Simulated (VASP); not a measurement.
# CdSe (F-43m) in VASP: notebook

Runs on CdSe. Level: LDA. Tasks: single point.

Program: VASP 6.6.1. These are calculated values, not measurements. Logs are shortened: lines on timing, memory, paths and dates and some standing lists are left out, and cuts for length are marked.

## (1) The cell of the first run

It takes space group F-43m (No. 216, cubic). The conventional cell has a = 5.673 Å, b = 5.673 Å, c = 5.673 Å, α = 90.00°, β = 90.00°, γ = 90.00°. Within 3.2 Å of Cd (site symmetry -43m) lie 4 Se at 2.46 Å. Within 3.2 Å of Se (site symmetry -43m) lie 4 Cd at 2.46 Å.

## (2) Single point, LDA

The input, INCAR:

```
SYSTEM = CdSe
  PREC = Accurate
  ENCUT = 520
  EDIFF = 1E-6
  ISMEAR = 0
  SIGMA = 0.01
  LREAL = .False.
  LASPH = .True.
  NELM = 100
  ALGO = Normal
  ISIF = 2
  LWAVE = .False.
  LCHARG = .False.
  NBANDS = 16
```

The input, KPOINTS:

```
regular mesh
0
Gamma
  6 6 6
  0 0 0
```

The input, POSCAR:

```
CdSe
1.0
    2.8363418112      2.8363418112      0.0000000000
   -2.8363418112      2.8363418112      0.0000000000
    0.0000000000      2.8363418112      2.8363418112
Cd Se
1 1
Direct
    0.0000000000      0.0000000000      0.0000000000
    0.7500000000      0.2500000000      0.5000000000
```

Potentials or basis: VASP PAW LDA potentials, release 64 (Cd, Se).

Command:

```sh
> cat potpaw_LDA.64/Cd/POTCAR potpaw_LDA.64/Se/POTCAR > POTCAR
> mpirun -np 1 vasp_std > vasp.out
```

OUTCAR:

```text
SYSTEM = CdSe
   PREC = Accurate
   ENCUT = 520
   EDIFF = 1E-6
   ISMEAR = 0
   LREAL = .False.
   LASPH = .True.
   NELM = 100
   ISIF = 2

 ion  position               nearest neighbor table
   1  0.000  0.000  0.000-   2 2.46   2 2.46   2 2.46   2 2.46
   2  0.750  0.250  0.500-   1 2.46   1 2.46   1 2.46   1 2.46

  LATTYP: Found a face centered cubic cell.
 ALAT       =     5.6726836224

  Lattice vectors:

 A1 = (   0.0000000000,   2.8363418112,   2.8363418112)
 A2 = (   2.8363418112,   0.0000000000,   2.8363418112)
 A3 = (   2.8363418112,   2.8363418112,   0.0000000000)

Analysis of symmetry for initial positions (statically):
=====================================================================
 Subroutine PRICEL returns:
 Original cell was already a primitive cell.

 Routine SETGRP: Setting up the symmetry group for a
 face centered cubic supercell.

 Subroutine GETGRP returns: Found 24 space group operations
 (whereof 24 operations were pure point group operations)
 out of a pool of 48 trial point group operations.

The static configuration has the point symmetry T_d .

Analysis of symmetry for dynamics (positions and initial velocities):
=====================================================================
 Subroutine PRICEL returns:
 Original cell was already a primitive cell.

 Routine SETGRP: Setting up the symmetry group for a
 face centered cubic supercell.

 Subroutine GETGRP returns: Found 24 space group operations
 (whereof 24 operations were pure point group operations)
 out of a pool of 48 trial point group operations.

The dynamic configuration has the point symmetry T_d .

 Subroutine INISYM returns: Found 24 space group operations
 (whereof 24 operations are pure point group operations),
 and found     1 'primitive' translations

----------------------------------------------------------------------------------------

                                     Primitive cell

  volume of cell :      45.6358

  direct lattice vectors                    reciprocal lattice vectors
     2.836341811  2.836341811  0.000000000     0.176283408  0.176283408 -0.176283408
    -2.836341811  2.836341811  0.000000000    -0.176283408  0.176283408 -0.176283408
     0.000000000  2.836341811  2.836341811     0.000000000  0.000000000  0.352566815

  length of vectors
     4.011193057  4.011193057  4.011193057     0.305331819  0.305331819  0.352566815

  position of ions in fractional coordinates (direct lattice)
     0.000000000  0.000000000  0.000000000
     0.750000000  0.250000000  0.500000000

  ion indices of the primitive-cell ions
   primitive index   ion index
                 1           1
                 2           2

----------------------------------------------------------------------------------------

 KPOINTS: regular mesh

Automatic generation of k-mesh.
 Grid dimensions read from file:
 generate k-points for:    6    6    6

 Generating k-lattice:

  Cartesian coordinates                     Fractional coordinates (reciprocal lattice)
     0.029380568  0.029380568 -0.029380568     0.166666667  0.000000000  0.000000000
    -0.029380568  0.029380568 -0.029380568     0.000000000  0.166666667  0.000000000
     0.000000000  0.000000000  0.058761136     0.000000000  0.000000000  0.166666667

  Length of vectors
     0.050888636  0.050888636  0.058761136

  Shift w.r.t. Gamma in fractional coordinates (k-lattice)
     0.000000000  0.000000000  0.000000000

 Subroutine IBZKPT returns following result:
 ===========================================

 Found     16 irreducible k-points:

 Following reciprocal coordinates:
            Coordinates               Weight
  0.000000  0.000000  0.000000      1.000000
  0.166667  0.000000  0.000000      8.000000
  0.333333  0.000000  0.000000      8.000000
  0.500000  0.000000  0.000000      4.000000
  0.166667  0.166667  0.000000     12.000000
  0.333333  0.166667  0.000000     24.000000
[... 8 lines left out ...]
  0.500000  0.333333  0.166667     24.000000
  0.500000  0.500000  0.166667     12.000000
   k-points           NKPTS =     16   k-points in BZ     NKDIM =     16   number of bands    NBANDS=     16
   number of dos      NEDOS =    301   number of ions     NIONS =      2
   total plane-waves  NPLWV =  27000
   dimension x,y,z NGX =    30 NGY =   30 NGZ =   30
   dimension x,y,z NGXF=    60 NGYF=   60 NGZF=   60
   ions per type =               1   1
   NGX,Y,Z   is equivalent  to a cutoff of  12.43, 12.43, 12.43 a.u.
   NGXF,Y,Z  is equivalent  to a cutoff of  24.87, 24.87, 24.87 a.u.
 SYSTEM =  CdSe
   PREC   = accura    normal or accurate (medium, high low for compatibility)
   ISTART =      0    job   : 0-new  1-cont  2-samecut
   ICHARG =      2    charge: 1-file 2-atom 10-const
   ISPIN  =      1    spin polarized calculation?
   LNONCOLLINEAR =      F non collinear calculations
   LSORBIT =      F    spin-orbit coupling
   LASPH  =      T    aspherical Exc in radial PAW
   ENCUT  =  520.0 eV  38.22 Ry    6.18 a.u.   7.46  7.46  7.46*2*pi/ulx,y,z
   NELM   =    100;   NELMIN=  2; NELMDL= -5     # of ELM steps
   EDIFF  = 0.1E-05   stopping-criterion for ELM
   LREAL  =      F    real-space projection
[... 7 lines left out ...]
   TEBEG  =    0.0;   TEEND  =   0.0 temperature during run
   PSTRESS=    0.0 pullay stress
   NELECT =      18.0000    total number of electrons
   NUPDOWN=      -1.0000    fix difference up-down
   EMIN   =  10.00;   EMAX   =-10.00  energy-range for DOS
   EFERMI =   0.00;   METHOD = LEGACY
   ISMEAR =     0;   SIGMA  =   0.01  broadening in eV -4-tet -1-fermi 0-gaus
   EFERMI_NEDOS =   21; number of points for ismear=-14 and -15
   IALGO  =     38    algorithm
   IMIX   =      4    mixing-type and parameters
     AMIX     =   0.40;   BMIX     =  1.00
     AMIX_MAG =   1.60;   BMIX_MAG =  1.00
  volume/ion in A,a.u.               =      22.82       153.98
  Fermi-wavevector in a.u.,A,eV,Ry     =   1.200597  2.268799 19.611875  1.441432
  Thomas-Fermi vector in A             =   2.336428
   LORBIT       =      0    0 simple, 1 ext, 2 COOP (PROOUT), +10 PAW based schemes
   GGA     = CA    functional components
   LHFCALC =     F    Hartree Fock is set to
   AEXX    =    0.0000 exact exchange contribution
   IVDW    =     0    specifies the selected vdW correction
   LEPSILON=     F    determine dielectric tensor
   LRPA    =     F    only Hartree local field effects (RPA)
 non-spin polarized calculation
 Gauss-broadening in eV      SIGMA  =   0.01
  energy-cutoff  :      520.00
  volume of cell :       45.64
 maximum number of plane-waves:      1247
 NGX is ok and might be reduce to    30
   NGX = 15   NGY = 15   NGZ = 15

 number of electron      17.9999995 magnetization

 Free energy of the ion-electron system (eV)
  ---------------------------------------------------
  ext. energy  EPLUGINS =         0.00000000
  ---------------------------------------------------
  free energy    TOTEN  =        -6.37668376 eV

  energy without entropy =       -6.37668376  energy(sigma->0) =       -6.37668376

 E-fermi :   2.8894     XC(G=0): -10.2472

 val. band max:        2.7983799069   @ k =   0.0000   0.0000   0.0000
 cond. band min:       3.5736659257   @ k =   0.0000   0.0000   0.0000
 fundamental gap:      0.7752860188
 Fermi energy:         2.8893565275

 k-point     1 :       0.0000    0.0000    0.0000
  band No.  band energies     occupation
      1     -11.2877      2.00000
      2      -6.1668      2.00000
      3      -6.1668      2.00000
      4      -6.1668      2.00000
      5      -5.5120      2.00000
      6      -5.5120      2.00000
[... 8 lines left out ...]
     15      14.3543      0.00000
     16      14.3543      0.00000

 k-point     2 :       0.1667    0.0000    0.0000
  band No.  band energies     occupation
      1     -11.1411      2.00000
      2      -6.1176      2.00000
      3      -6.1176      2.00000
      4      -6.0680      2.00000
      5      -5.5152      2.00000
      6      -5.5152      2.00000
[... 8 lines left out ...]
     15      13.0561      0.00000
     16      13.4675      0.00000

 k-point     3 :       0.3333    0.0000    0.0000
  band No.  band energies     occupation
      1     -10.8404      2.00000
      2      -6.0367      2.00000
      3      -6.0367      2.00000
      4      -5.6268      2.00000
      5      -5.4958      2.00000
      6      -5.4958      2.00000
[... 8 lines left out ...]
     15      13.6470      0.00000
     16      13.6470      0.00000

 k-point     4 :       0.5000    0.0000    0.0000
  band No.  band energies     occupation
      1     -10.6885      2.00000
      2      -6.0088      2.00000
      3      -6.0088      2.00000
      4      -5.4691      2.00000
      5      -5.4691      2.00000
      6      -5.0275      2.00000
[... 8 lines left out ...]
     15      15.5327      0.00000
     16      15.5327      0.00000

 k-point     5 :       0.1667    0.1667    0.0000
  band No.  band energies     occupation
      1     -10.9428      2.00000
      2      -6.0584      2.00000
      3      -6.0330      2.00000
      4      -5.8848      2.00000
      5      -5.5432      2.00000
      6      -5.4704      2.00000
[... 8 lines left out ...]
     15      13.8964      0.00000
     16      15.4246      0.00000

 k-point     6 :       0.3333    0.1667    0.0000
  band No.  band energies     occupation
      1     -10.6932      2.00000
      2      -5.9849      2.00000
      3      -5.9660      2.00000
      4      -5.5460      2.00000
      5      -5.5173      2.00000
      6      -5.2150      2.00000
[... 8 lines left out ...]
     15      14.2871      0.00000
     16      15.5764      0.00000

 k-point     7 :       0.5000    0.1667    0.0000
  band No.  band energies     occupation
      1     -10.6436      2.00000
      2      -5.9863      2.00000
      3      -5.9323      2.00000
      4      -5.5742      2.00000
      5      -5.4615      2.00000
      6      -5.0235      2.00000
[... 8 lines left out ...]
     15      15.2119      0.00000
     16      15.6622      0.00000

 k-point     8 :      -0.3333    0.1667    0.0000
  band No.  band energies     occupation
      1     -10.8437      2.00000
      2      -6.0263      2.00000
      3      -5.9710      2.00000
      4      -5.8199      2.00000
      5      -5.5037      2.00000
      6      -5.4624      2.00000
[... 8 lines left out ...]
     15      14.7167      0.00000
     16      15.0003      0.00000

 k-point     9 :      -0.1667    0.1667    0.0000
  band No.  band energies     occupation
      1     -11.0925      2.00000
      2      -6.1028      2.00000
      3      -6.0680      2.00000
      4      -6.0680      2.00000
      5      -5.5482      2.00000
      6      -5.4855      2.00000
[... 8 lines left out ...]
     15      14.5610      0.00000
     16      15.4359      0.00000

 k-point    10 :       0.3333    0.3333    0.0000
  band No.  band energies     occupation
      1     -10.5500      2.00000
      2      -5.9460      2.00000
      3      -5.8320      2.00000
      4      -5.5954      2.00000
      5      -5.4923      2.00000
      6      -4.7936      2.00000
[... 8 lines left out ...]
     15      13.9853      0.00000
     16      17.7507      0.00000

 k-point    11 :       0.5000    0.3333    0.0000
  band No.  band energies     occupation
      1     -10.5497      2.00000
      2      -5.9294      2.00000
      3      -5.7756      2.00000
      4      -5.7137      2.00000
      5      -5.4335      2.00000
      6      -4.9812      2.00000
[... 8 lines left out ...]
     15      15.9441      0.00000
     16      17.0937      0.00000

 k-point    12 :      -0.3333    0.3333    0.0000
  band No.  band energies     occupation
      1     -10.6965      2.00000
      2      -5.9415      2.00000
      3      -5.8380      2.00000
      4      -5.8380      2.00000
      5      -5.4321      2.00000
      6      -5.4131      2.00000
[... 8 lines left out ...]
     15      15.0972      0.00000
     16      18.0897      0.00000

 k-point    13 :       0.5000    0.5000    0.0000
  band No.  band energies     occupation
      1     -10.5007      2.00000
      2      -5.9399      2.00000
      3      -5.7014      2.00000
      4      -5.7014      2.00000
      5      -5.4052      2.00000
      6      -4.9415      2.00000
[... 8 lines left out ...]
     15      15.4738      0.00000
     16      16.8800      0.00000

 k-point    14 :       0.3333    0.3333    0.1667
  band No.  band energies     occupation
      1     -10.6467      2.00000
      2      -5.9301      2.00000
      3      -5.9141      2.00000
      4      -5.6747      2.00000
      5      -5.4693      2.00000
      6      -5.1911      2.00000
[... 8 lines left out ...]
     15      15.7825      0.00000
     16      16.6425      0.00000

 k-point    15 :       0.5000    0.3333    0.1667
  band No.  band energies     occupation
      1     -10.5500      2.00000
      2      -5.9262      2.00000
      3      -5.8596      2.00000
      4      -5.5796      2.00000
      5      -5.5028      2.00000
      6      -4.7838      2.00000
[... 8 lines left out ...]
     15      15.2718      0.00000
     16      16.7087      0.00000

 k-point    16 :       0.5000    0.5000    0.1667
  band No.  band energies     occupation
      1     -10.5028      2.00000
      2      -5.9022      2.00000
      3      -5.7977      2.00000
      4      -5.6325      2.00000
      5      -5.4698      2.00000
      6      -4.7313      2.00000
[... 8 lines left out ...]
     15      16.3309      0.00000
     16      16.5953      0.00000

------------------------ aborting loop because EDIFF is reached ----------------------------------------

  FORCE on cell =-STRESS in cart. coord.  units (eV):
  Direction    XX          YY          ZZ          XY          YZ          ZX
  --------------------------------------------------------------------------------------
  -------------------------------------------------------------------------------------
  Total        4.5608691      4.5608691      4.5608691      0.0000000     -0.0000000      0.0000000
  in kB      160.1225494    160.1225494    160.1225494      0.0000000     -0.0000000      0.0000000
  external PRESSURE =     160.1225494 kB  Pullay stress =       0.0000000 kB

 VOLUME and BASIS-vectors are now :
 -----------------------------------------------------------------------------
  energy-cutoff  :      520.00
  volume of cell :       45.64
      direct lattice vectors                 reciprocal lattice vectors
     2.836341811  2.836341811  0.000000000     0.176283408  0.176283408 -0.176283408
    -2.836341811  2.836341811  0.000000000    -0.176283408  0.176283408 -0.176283408
     0.000000000  2.836341811  2.836341811     0.000000000  0.000000000  0.352566815

 POSITION                                       TOTAL-FORCE (eV/Angst)
 -----------------------------------------------------------------------------------
      0.00000      0.00000      0.00000         0.000000      0.000000      0.000000
      1.41817      4.25451      1.41817        -0.000000     -0.000000      0.000000
 -----------------------------------------------------------------------------------
    total drift:                               -0.000000      0.000000     -0.000000

  FREE ENERGIE OF THE ION-ELECTRON SYSTEM (eV)
  ---------------------------------------------------
  free  energy   TOTEN  =        -6.3766837606 eV

  energy  without entropy=       -6.3766837606  energy(sigma->0) =       -6.37668376
```

Wall time 5.9 s (1 thread of Intel Xeon 6975P-C, shared host); peak memory 0.15 GiB.

What came out:

| Item | Value |
| --- | --- |
| Free energy | -6.3767 eV |
| Pressure | 16.0 GPa |
| Band gap on the k mesh | 0.78 eV, direct |

Levels at points of the mesh, in eV from the valence-band top:
```tsv
k point	band 6	band 7	band 8	band 9	band 10	band 11	band 12	band 13
(0.00, 0.00, 0.00)	-8.31	0.00	0.00	0.00	0.78	5.70	5.70	5.70
(0.50, 0.00, 0.00)	-7.83	-5.92	-1.12	-1.12	2.40	6.28	6.28	7.62
(0.50, 0.50, 0.00)	-7.74	-5.23	-2.74	-2.74	2.48	3.64	10.02	11.29
```

(Continued in part 2 of 2.)
